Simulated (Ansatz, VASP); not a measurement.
# Sb: VASP beside Ansatz

```
Sb
1.0
     4.06868    0.00000    0.00000
    -2.03434    3.52358    0.00000
     0.00000    0.00000   20.80003
Sb
4
Direct
  0.33333 0.66667 0.29567
  0.66667 0.33333 0.21635
  0.88889 0.00000 0.56010
  0.55556 0.33333 0.48077
```

Alike in both runs: task single point; functional PBE; dispersion D3(BJ); k mesh 9 × 9 × 1; occupations gaussian, width 0.05 eV; no spin polarisation.

```csv
,VASP,Ansatz
version,VASP 6.6.1,Ansatz 0.2.0
potentials or method,"VASP PAW PBE potentials, release 64 (Sb), cutoff 520 eV","scalar-relativistic, plane waves, PAW"
valence electrons in the cell,20,60
```

Ansatz gave:

| Quantity | Value |
| --- | --- |
| gap on the k mesh at the Fermi level (eV) | 0.88 |
| least direct gap on the mesh (eV) | 1.51 |
| rms of the force components (eV/Å) | 0.049 |

Q: Which values does VASP return?

A: gap on the k mesh at the Fermi level (eV): 0.89; least direct gap on the mesh (eV): 1.48; rms of the force components (eV/Å): 0.086.

Atom by atom the forces differ by 0.049 eV/Å (rms over components). VASP's potentials hold 20 valence electrons a cell and Ansatz's 60, so a difference there can come from the potentials and not from the codes.

Neither program's run includes spin-orbit coupling.
